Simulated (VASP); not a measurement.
Input of a VASP 6.6.1 run:

File INCAR:

```
PREC = Accurate ; ENCUT = 600
EDIFF = 1E-7 ; ISMEAR = -1
SIGMA = 0.1 ; LREAL = F
LASPH = T ; NELM = 100
ALGO = Normal ; ISIF = 3
LWAVE = F ; LCHARG = F
GGA = PE ; IBRION = 2
NSW = 32 ; EDIFFG = -0.005
PSTRESS = 320.0
```

Contents of KPOINTS:

```
regular mesh
0
Gamma
  17 17 17
```

Contents of POSCAR:

```
Sc
1.0
   -1.6342356249      1.6342356249      1.6342356249
    1.6342356249     -1.6342356249      1.6342356249
    1.6342356249      1.6342356249     -1.6342356249
Sc
1
Direct
    0.0000000000      0.0000000000      0.0000000000
```

Potentials or basis: VASP PAW PBE potentials, release 64 (Sc_sv).

Run with:

```console
$ cat potpaw_PBE.64/Sc_sv/POTCAR > POTCAR
$ mpirun -np 1 vasp_std > vasp.out
```

What does it give for the relaxed volume?

17.49 Å³/atom.

What does it give for the relaxed cell?

a = 2.832 Å, b = 2.832 Å, c = 2.832 Å, α = 109.47°, β = 109.47°, γ = 109.47°.

Estimate the space group after relaxing (to 0.05 Å).

Im-3m (No. 229).

Final structure:
```
CELL_PARAMETERS angstrom
-1.63522 1.63522 1.63522
1.63522 -1.63522 1.63522
1.63522 1.63522 -1.63522
ATOMIC_POSITIONS crystal
Sc 0.00000 0.00000 0.00000
```

Caveat: the cell is relaxed towards a set pressure, so the enthalpy falls and the energy may rise.
